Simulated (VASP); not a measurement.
Write the native input for VASP 6.6.1 that does the following.

- Task: single point
- Functional: PBE
- Dispersion: D3(BJ)
- Potentials or basis: VASP PAW PBE potentials, release 64 (Pb_d)
- Cutoff: 520 eV
- k mesh: 14 × 14 × 8
- Occupations: gaussian, width 0.1 eV
- Spin: no spin polarisation
- Dipole correction: no
- Further INCAR settings: ALGO = Fast; EDIFF = 1e-06; NBANDS = 21

The structure of Pb lies in POSCAR:

```
Pb
1.0
    3.0837394920     -1.8120987312     -0.5099737948
    3.0837394920      1.8120987312     -0.5099737948
   -3.1698542213      0.0000000000      6.5194130987
Pb
2
Direct
    0.0000000000      0.0000000000      0.2500000000
    1.0000000000      1.0000000000      0.7500000000
```

These files were run (other wordings do the same):

INCAR

```
SYSTEM = Pb
  ALGO = Fast
  EDIFF = 1E-6
  ENCUT = 520
  GGA = PE
  ISIF = 2
  ISMEAR = 0
  IVDW = 12
  LASPH = .TRUE.
  LCHARG = .FALSE.
  LREAL = .FALSE.
  LWAVE = .FALSE.
  NBANDS = 21
  NELM = 100
  PREC = Accurate
  SIGMA = 0.1
```

KPOINTS

```
k-points
0
G
  14 14 8
  0 0 0
```

Potentials or basis: VASP PAW PBE potentials, release 64 (Pb_d).

Launch:

```sh
$ cat potpaw_PBE.64/Pb_d/POTCAR > POTCAR
$ mpirun -np 1 vasp_std > vasp.out
```

Results of the run:

```json
{
 "Pressure": "-3.4 GPa",
 "Band gap on the k mesh": "zero (bands 14 and 15 overlap by 6.42 eV)",
 "Dispersion energy per atom": "-0.371 eV"
}
```

Caveat: the cell stands under tension; spin-orbit coupling is left out, which moves the levels of the heavy elements.

Wall time 16 min on 1 thread of Oxide Virtual Turin-like Processor (shared host), peak memory 0.54 GiB.
